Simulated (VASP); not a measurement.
Runs of VASP 6.6.1 on ZnSe (Stilleite). The structure is that of space group F-43m (No. 216), or close to it. The cells are those of the table. 

```csv
cell,gap on the mesh (eV),pressure (GPa)
"a = 4.041 Å, angles 60.0°, 2 atoms",1.19,0.8
"a = 3.974 Å, angles 60.0°, 2 atoms",1.39,4.2
"a = 4.008 Å, angles 60.0°, 2 atoms",1.29,2.4
"a = 4.137 Å, angles 60.0°, 2 atoms",(b),-2.8
"a = 3.869 Å, angles 60.0°, 2 atoms",1.73,11.3
"a = 3.940 Å, angles 60.0°, 2 atoms",1.50,6.2
"a = 4.073 Å, angles 60.0°, 2 atoms",1.10,-0.6
"a = 4.105 Å, angles 60.0°, 2 atoms",(c),(a)
```

Alike in all rows: task single point; level PBE; potentials or basis VASP PAW PBE potentials, release 64 (Zn, Se); no spin polarisation; k mesh 6 × 6 × 6; cutoff (eV) 520; smearing gaussian 0.01 eV.

Estimate the missing entries.

(a) -1.8; (b) 0.92; (c) 1.01.

A k mesh can miss the band edges, and the runs leave out spin-orbit coupling on Se.
